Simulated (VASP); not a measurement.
Set up this calculation in VASP 6.6.1, as the native input.

```yaml
Task: single point
Functional: PBE
Potentials_or_basis: VASP PAW PBE potentials, release 64 (W_sv)
Cutoff: 520 eV
k_mesh: 22 × 22 × 22
Occupations: fermi-dirac, width 0.1 eV
Spin: no spin polarisation
Dipole_correction: no
Further_INCAR_settings: ALGO = Normal; EDIFF = 1e-07; NBANDS = 13
```

The structure of W lies in POSCAR:

```
W
1.0
    0.0000000000      1.9636685796      1.9636685796
    1.9636685796      0.0000000000      1.9636685796
    1.9636685796      1.9636685796      0.0000000000
W
1
Direct
    0.0000000000      0.0000000000      0.0000000000
```

This cell differs from its parent crystal: volume scaled by 0.92.

These files were run (other wordings do the same):

INCAR

```
SYSTEM = W
PREC     = Accurate       ! precision mode
ENCUT    = 520            ! plane-wave cutoff, eV
EDIFF    = 1E-7           ! SCF threshold, eV
ISMEAR   = -1             ! smearing method
SIGMA    = 0.1            ! smearing width, eV
LREAL    = .False.        ! projectors in reciprocal space
LASPH    = .True.         ! aspherical terms in the spheres
NELM     = 100            ! most SCF steps
ALGO     = Normal         ! electronic algorithm
ISIF     = 2              ! what is computed and relaxed
LWAVE    = .False.        ! write WAVECAR
LCHARG   = .True.         ! write CHGCAR
GGA      = PE             ! functional
LELF     = .True.         ! ELF
LVHAR    = .True.       
NBANDS   = 13             ! bands
```

KPOINTS

```
regular mesh
0
Gamma
  22 22 22
  0 0 0
```

Potentials or basis: VASP PAW PBE potentials, release 64 (W_sv).

Run with:

```sh
$ cat potpaw_PBE.64/W_sv/POTCAR > POTCAR
$ mpirun -np 1 vasp_std > vasp.out
```

Results of the run:

```yaml
Pressure: 28.6 GPa
Band_gap_on_the_k_mesh: zero (band 7 reaches 15.18 eV, above the bottom of band 8 at 10.96 eV)
```

Caveat: spin-orbit coupling is left out, which moves the levels of the heavy elements.

Run time: 34 s on 1 thread of Intel(R) Xeon(R) Platinum 8488C (Sapphire Rapids), on a shared host, peak memory 0.18 GiB.
